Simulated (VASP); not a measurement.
# Sr (Im-3m) in VASP: further runs

Sr is run at these levels: r2SCAN; tasks: single point.

Program: VASP 6.6.1. These are calculated values, not measurements. Logs are shortened: lines on timing, memory, paths and dates and some standing lists are left out, and cuts for length are marked.

### Step 1. The cell of the first run

Symmetry: Im-3m, No. 229, cubic system. The conventional cell has a = 4.893 Å, b = 4.893 Å, c = 4.893 Å, α = 90.00°, β = 90.00°, γ = 90.00°. Sr (site symmetry m-3m) has 14 Sr at 4.24 to 4.89 Å within 5.6 Å.

This isn't the form of Sr at room conditions, which is fcc.

### Step 2. Single point, r2SCAN (58.57 Å³/atom)

File POSCAR:

```
Sr
1.0
   -2.4464910023      2.4464910023      2.4464910023
    2.4464910023     -2.4464910023      2.4464910023
    2.4464910023      2.4464910023     -2.4464910023
Sr
1
Direct
    0.0000000000      0.0000000000      0.0000000000
```

File INCAR.step1:

```
  PREC = Accurate
  ENCUT = 520
  ISMEAR = -1
  SIGMA = 0.1
  LREAL = False
  LASPH = True
  NELM = 80
  NBANDS = 11
  GGA = PE
  ALGO = Normal
  EDIFF = 1E-4
  LWAVE = True
  LCHARG = False
```

File INCAR.step2:

```
  PREC = Accurate
  ENCUT = 520
  EDIFF = 1E-6
  ISMEAR = -1
  SIGMA = 0.1
  LREAL = False
  LASPH = True
  NELM = 80
  ALGO = Normal
  ISIF = 2
  LWAVE = False
  LCHARG = False
  METAGGA = R2SCAN
  LMIXTAU = True
  NBANDS = 11
  ISTART = 1
```

File KPOINTS:

```
Automatic mesh
0
Gamma
  10 10 10
```

Potentials or basis: VASP PAW PBE potentials, release 64 (Sr_sv).

On the command line:

```
$ cat potpaw_PBE.64/Sr_sv/POTCAR > POTCAR
$ cp INCAR.step1 INCAR
$ mpirun -np 1 vasp_std > vasp.out
$ cp INCAR.step2 INCAR
$ mpirun -np 1 vasp_std > vasp.out
```

OUTCAR:

```text
PREC = Accurate
   ENCUT = 520
   EDIFF = 1E-6
   ISMEAR = -1
   LREAL = False
   LASPH = True
   NELM = 80
   ISIF = 2
   METAGGA = R2SCAN
   ISTART = 1

 ion  position               nearest neighbor table
   1  0.000  0.000  0.000-

  LATTYP: Found a body centered cubic cell.
 ALAT       =     4.8929820046

  Lattice vectors:

 A1 = (  -2.4464910023,   2.4464910023,   2.4464910023)
 A2 = (   2.4464910023,  -2.4464910023,   2.4464910023)
 A3 = (   2.4464910023,   2.4464910023,  -2.4464910023)

Analysis of symmetry for initial positions (statically):
=====================================================================
 Subroutine PRICEL returns:
 Original cell was already a primitive cell.

 Routine SETGRP: Setting up the symmetry group for a
 body centered cubic supercell.

 Subroutine GETGRP returns: Found 48 space group operations
 (whereof 48 operations were pure point group operations)
 out of a pool of 48 trial point group operations.

The static configuration has the point symmetry O_h .

Analysis of symmetry for dynamics (positions and initial velocities):
=====================================================================
 Subroutine PRICEL returns:
 Original cell was already a primitive cell.

 Routine SETGRP: Setting up the symmetry group for a
 body centered cubic supercell.

 Subroutine GETGRP returns: Found 48 space group operations
 (whereof 48 operations were pure point group operations)
 out of a pool of 48 trial point group operations.

The dynamic configuration has the point symmetry O_h .

 Subroutine INISYM returns: Found 48 space group operations
 (whereof 48 operations are pure point group operations),
 and found     1 'primitive' translations

----------------------------------------------------------------------------------------

                                     Primitive cell

  volume of cell :      58.5721

  direct lattice vectors                    reciprocal lattice vectors
    -2.446491002  2.446491002  2.446491002     0.000000000  0.204374347  0.204374347
     2.446491002 -2.446491002  2.446491002     0.204374347  0.000000000  0.204374347
     2.446491002  2.446491002 -2.446491002     0.204374347  0.204374347  0.000000000

  length of vectors
     4.237446716  4.237446716  4.237446716     0.289028973  0.289028973  0.289028973

  position of ions in fractional coordinates (direct lattice)
     0.000000000  0.000000000  0.000000000

  ion indices of the primitive-cell ions
   primitive index   ion index
                 1           1

----------------------------------------------------------------------------------------

 KPOINTS: Automatic mesh

Automatic generation of k-mesh.
 Grid dimensions read from file:
 generate k-points for:   10   10   10

 Generating k-lattice:

  Cartesian coordinates                     Fractional coordinates (reciprocal lattice)
     0.000000000  0.020437435  0.020437435     0.100000000  0.000000000  0.000000000
     0.020437435  0.000000000  0.020437435     0.000000000  0.100000000  0.000000000
     0.020437435  0.020437435  0.000000000     0.000000000  0.000000000  0.100000000

  Length of vectors
     0.028902897  0.028902897  0.028902897

  Shift w.r.t. Gamma in fractional coordinates (k-lattice)
     0.000000000  0.000000000  0.000000000

 Subroutine IBZKPT returns following result:
 ===========================================

 Found     47 irreducible k-points:

 Following reciprocal coordinates:
            Coordinates               Weight
  0.000000  0.000000  0.000000      1.000000
  0.100000  0.000000  0.000000     12.000000
  0.200000  0.000000  0.000000     12.000000
  0.300000  0.000000  0.000000     12.000000
  0.400000  0.000000  0.000000     12.000000
  0.500000  0.000000  0.000000      6.000000
[... 16 lines left out ...]
  0.300000  0.300000  0.100000      8.000000
 -0.300000  0.300000  0.100000     24.000000
 [... further k-points ...]
   k-points           NKPTS =     47   k-points in BZ     NKDIM =     47   number of bands    NBANDS=     11
   number of dos      NEDOS =    301   number of ions     NIONS =      1
   total plane-waves  NPLWV =  32768
   dimension x,y,z NGX =    32 NGY =   32 NGZ =   32
   dimension x,y,z NGXF=    64 NGYF=   64 NGZF=   64
   ions per type =               1
   NGX,Y,Z   is equivalent  to a cutoff of  12.55, 12.55, 12.55 a.u.
   NGXF,Y,Z  is equivalent  to a cutoff of  25.11, 25.11, 25.11 a.u.
 SYSTEM =  unknown system
   PREC   = accura    normal or accurate (medium, high low for compatibility)
   ISTART =      1    job   : 0-new  1-cont  2-samecut
   ICHARG =      0    charge: 1-file 2-atom 10-const
   ISPIN  =      1    spin polarized calculation?
   LNONCOLLINEAR =      F non collinear calculations
   LSORBIT =      F    spin-orbit coupling
   LASPH  =      T    aspherical Exc in radial PAW
   ENCUT  =  520.0 eV  38.22 Ry    6.18 a.u.   7.88  7.88  7.88*2*pi/ulx,y,z
   NELM   =     80;   NELMIN=  2; NELMDL=  0     # of ELM steps
   EDIFF  = 0.1E-05   stopping-criterion for ELM
   LREAL  =      F    real-space projection
   EDIFFG = 0.1E-04   stopping-criterion for IOM
   NSW    =      0    number of steps for IOM
   IBRION =     -1    ionic relax: 0-MD 1-quasi-New 2-CG
   NFREE  =      0    steps in history (QN), initial steepest desc. (CG)
   ISIF   =      2    stress and relaxation
   ISYM   =      2    0-nonsym 1-usesym 2-fastsym
   POTIM  = 0.5000    time-step for ionic-motion
   TEBEG  =    0.0;   TEEND  =   0.0 temperature during run
   PSTRESS=    0.0 pullay stress
   NELECT =      10.0000    total number of electrons
   NUPDOWN=      -1.0000    fix difference up-down
   EMIN   =  10.00;   EMAX   =-10.00  energy-range for DOS
   EFERMI =   0.00;   METHOD = LEGACY
   ISMEAR =    -1;   SIGMA  =   0.10  broadening in eV -4-tet -1-fermi 0-gaus
   EFERMI_NEDOS =   21; number of points for ismear=-14 and -15
   IALGO  =     38    algorithm
   IMIX   =      4    mixing-type and parameters
     AMIX     =   0.40;   BMIX     =  1.00
     AMIX_MAG =   1.60;   BMIX_MAG =  1.00
  volume/ion in A,a.u.               =      58.57       395.26
  Fermi-wavevector in a.u.,A,eV,Ry     =   0.908192  1.716235 11.222269  0.824813
  Thomas-Fermi vector in A             =   2.032090
   LORBIT       =      0    0 simple, 1 ext, 2 COOP (PROOUT), +10 PAW based schemes
   METAGGA = R2SCAN    functional components
   LHFCALC =     F    Hartree Fock is set to
   AEXX    =    0.0000 exact exchange contribution
   IVDW    =     0    specifies the selected vdW correction
   LEPSILON=     F    determine dielectric tensor
   LRPA    =     F    only Hartree local field effects (RPA)
 non-spin polarized calculation
  energy-cutoff  :      520.00
  volume of cell :       58.57
 maximum number of plane-waves:      1593
   NGX = 15   NGY = 15   NGZ = 15

 number of electron      10.0000000 magnetization

 Free energy of the ion-electron system (eV)
  ---------------------------------------------------
  ext. energy  EPLUGINS =         0.00000000
  ---------------------------------------------------
  free energy    TOTEN  =       -15.11071528 eV

  energy without entropy =      -15.06353829  energy(sigma->0) =      -15.08712679

 E-fermi :   1.3930     XC(G=0):  -7.5888

 val. band max:        1.3895921124   @ k =   0.5000   0.5000   0.5000
 cond. band min:       1.4054617880   @ k =   0.5000   0.5000   0.2000
 fundamental gap:      0.0158696756
 Fermi energy:         1.3929949785

 k-point     1 :       0.0000    0.0000    0.0000
  band No.  band energies     occupation
      1     -36.7555      2.00000
      2     -18.0220      2.00000
      3     -18.0220      2.00000
      4     -18.0220      2.00000
      5      -2.3347      2.00000
      6       4.0630      0.00000
      7       4.0630      0.00000
      8       4.0630      0.00000
      9       5.3535      0.00000
     10       5.3535      0.00000
     11       9.7367      0.00000

 k-point     2 :       0.1000    0.0000    0.0000
  band No.  band energies     occupation
      1     -36.7544      2.00000
      2     -18.0381      2.00000
      3     -18.0273      2.00000
      4     -18.0220      2.00000
      5      -2.1659      2.00000
      6       3.9072      0.00000
      7       3.9316      0.00000
      8       4.2223      0.00000
      9       5.1488      0.00000
     10       5.3426      0.00000
     11       9.8950      0.00000

 k-point     3 :       0.2000    0.0000    0.0000
  band No.  band energies     occupation
      1     -36.7513      2.00000
      2     -18.0799      2.00000
      3     -18.0410      2.00000
      4     -18.0220      2.00000
      5      -1.6800      2.00000
      6       3.3902      0.00000
      7       3.5559      0.00000
      8       4.6908      0.00000
      9       5.0557      0.00000
     10       5.3570      0.00000
     11       9.8288      0.00000

 k-point     4 :       0.3000    0.0000    0.0000
  band No.  band energies     occupation
      1     -36.7475      2.00000
      2     -18.1306      2.00000
      3     -18.0578      2.00000
      4     -18.0220      2.00000
      5      -0.9412      2.00000
      6       2.6413      0.00001
      7       3.1973      0.00000
      8       5.1889      0.00000
      9       5.4361      0.00000
     10       5.4723      0.00000
     11       8.8175      0.00000
[... 239 lines left out ...]
 k-point    22 :      -0.2000    0.2000    0.1000
  band No.  band energies     occupation
      1     -36.7502      2.00000
      2     -18.0798      2.00000
      3     -18.0465      2.00000
      4     -18.0350      2.00000
      5      -1.5220      2.00000
      6       3.4406      0.00000
      7       3.6360      0.00000
      8       4.3865      0.00000
      9       4.6537      0.00000
     10       5.7282      0.00000
     11       9.5696      0.00000

 k-point    23 :       0.3000    0.3000    0.1000
  band No.  band energies     occupation
      1     -36.7424      2.00000
      2     -18.1250      2.00000
      3     -18.1250      2.00000
      4     -18.0560      2.00000
      5       1.6424      0.15259
      6       1.6424      0.15259
      7       1.7716      0.04438
      8       5.2517      0.00000
      9       5.7910      0.00000
     10       5.7910      0.00000
     11       7.9458      0.00000

 k-point    24 :      -0.3000    0.3000    0.1000
  band No.  band energies     occupation
      1     -36.7465      2.00000
      2     -18.1283      2.00000
      3     -18.0635      2.00000
      4     -18.0344      2.00000
      5      -0.7948      2.00000
      6       2.6638      0.00001
      7       3.3101      0.00000
      8       4.5450      0.00000
      9       5.3870      0.00000
     10       5.7678      0.00000
     11       8.4434      0.00000

 [... further k-points ...]

------------------------ aborting loop because EDIFF is reached ----------------------------------------

  FORCE on cell =-STRESS in cart. coord.  units (eV):
  Direction    XX          YY          ZZ          XY          YZ          ZX
  --------------------------------------------------------------------------------------
  -------------------------------------------------------------------------------------
  Total       -0.1532488     -0.1532488     -0.1532488     -0.0000000     -0.0000000     -0.0000000
  in kB       -4.1919567     -4.1919567     -4.1919567     -0.0000000     -0.0000000     -0.0000000
  external PRESSURE =      -4.1919567 kB  Pullay stress =       0.0000000 kB

 VOLUME and BASIS-vectors are now :
 -----------------------------------------------------------------------------
  energy-cutoff  :      520.00
  volume of cell :       58.57
      direct lattice vectors                 reciprocal lattice vectors
    -2.446491002  2.446491002  2.446491002     0.000000000  0.204374347  0.204374347
     2.446491002 -2.446491002  2.446491002     0.204374347  0.000000000  0.204374347
     2.446491002  2.446491002 -2.446491002     0.204374347  0.204374347  0.000000000

 POSITION                                       TOTAL-FORCE (eV/Angst)
 -----------------------------------------------------------------------------------
      0.00000      0.00000      0.00000        -0.000000     -0.000000      0.000000
 -----------------------------------------------------------------------------------
    total drift:                                0.000000      0.000000     -0.000000

  FREE ENERGIE OF THE ION-ELECTRON SYSTEM (eV)
  ---------------------------------------------------
  free  energy   TOTEN  =       -15.1107152791 eV

  energy  without entropy=      -15.0635382936  energy(sigma->0) =      -15.08712679
```

Run time: 1.7 min. Hardware: 1 thread of Intel Xeon 8259CL, shared host; peak memory 0.19 GiB.

Results:

- Free energy: -15.1107 eV
- Pressure: -0.4 GPa
- Band gap on the k mesh: zero (bands 5 and 6 overlap by 0.25 eV)

Levels at points of the mesh, in eV from the Fermi level:
| k point | band 2 | band 3 | band 4 | band 5 | band 6 | band 7 | band 8 | band 9 |
| --- | --- | --- | --- | --- | --- | --- | --- | --- |
| (0.00, 0.00, 0.00) | -19.41 | -19.41 | -19.41 | -3.73 | 2.67 | 2.67 | 2.67 | 3.96 |
| (0.50, 0.00, 0.00) | -19.58 | -19.47 | -19.42 | -0.90 | 0.06 | 1.47 | 3.79 | 4.45 |
| (0.50, 0.50, 0.50) | -19.53 | -19.53 | -19.53 | 0.00 | 0.00 | 3.63 | 3.63 | 3.63 |

Caveat: the PAW data sets were made with another functional, which shifts forces and pressure a little.

### Step 3. Single point, r2SCAN (60.82 Å³/atom)

This run uses another cell than the first one, of 60.82 Å³/atom.

File POSCAR:

```
Sr
1.0
   -2.4774625307      2.4774625307      2.4774625307
    2.4774625307     -2.4774625307      2.4774625307
    2.4774625307      2.4774625307     -2.4774625307
Sr
1
Direct
    0.0000000000      0.0000000000      0.0000000000
```

File INCAR.step1:

```
SYSTEM = Sr
PREC = Accurate ; ENCUT = 520
ISMEAR = -1 ; SIGMA = 0.1
LREAL = .False. ; LASPH = .True.
NELM = 100 ; NBANDS = 11
GGA = PE ; ALGO = Normal
EDIFF = 1E-4 ; LWAVE = .True.
LCHARG = .False.
```

File INCAR.step2:

```
SYSTEM = Sr
PREC = Accurate ; ENCUT = 520
EDIFF = 1E-6 ; ISMEAR = -1
SIGMA = 0.1 ; LREAL = .False.
LASPH = .True. ; NELM = 100
ALGO = Normal ; ISIF = 2
LWAVE = .False. ; LCHARG = .False.
METAGGA = R2SCAN ; LMIXTAU = .True.
NBANDS = 11 ; ISTART = 1
```

File KPOINTS:

```
regular mesh
0
Gamma
  10 10 10
  0 0 0
```

Potentials or basis: VASP PAW PBE potentials, release 64 (Sr_sv).

On the command line:

```
$ cat potpaw_PBE.64/Sr_sv/POTCAR > POTCAR
$ cp INCAR.step1 INCAR
$ mpirun -np 1 vasp_std > vasp.out
$ cp INCAR.step2 INCAR
$ mpirun -np 1 vasp_std > vasp.out
```

Run time: 98 s. Hardware: 1 thread of Intel Xeon 8259CL, shared host; peak memory 0.2 GiB.

It converged, with:

- Free energy: -15.1024 eV
- Pressure: -0.8 GPa
- Band gap on the k mesh: zero (bands 5 and 6 overlap by 0.24 eV)

Levels at points of the mesh, in eV from the Fermi level:
| k point | band 2 | band 3 | band 4 | band 5 | band 6 | band 7 | band 8 | band 9 |
| --- | --- | --- | --- | --- | --- | --- | --- | --- |
| (0.00, 0.00, 0.00) | -19.50 | -19.50 | -19.50 | -3.67 | 2.62 | 2.62 | 2.62 | 3.87 |
| (0.50, 0.00, 0.00) | -19.64 | -19.55 | -19.50 | -0.88 | 0.02 | 1.46 | 3.69 | 4.34 |
| (0.50, 0.50, 0.50) | -19.60 | -19.60 | -19.60 | 0.05 | 0.05 | 3.48 | 3.48 | 3.48 |

Caveat: the PAW data sets were made with another functional, which shifts forces and pressure a little.

(Part 1 of 2 ends here.)

The gap in the log of VASP goes by the Fermi energy; the results here count the filled bands.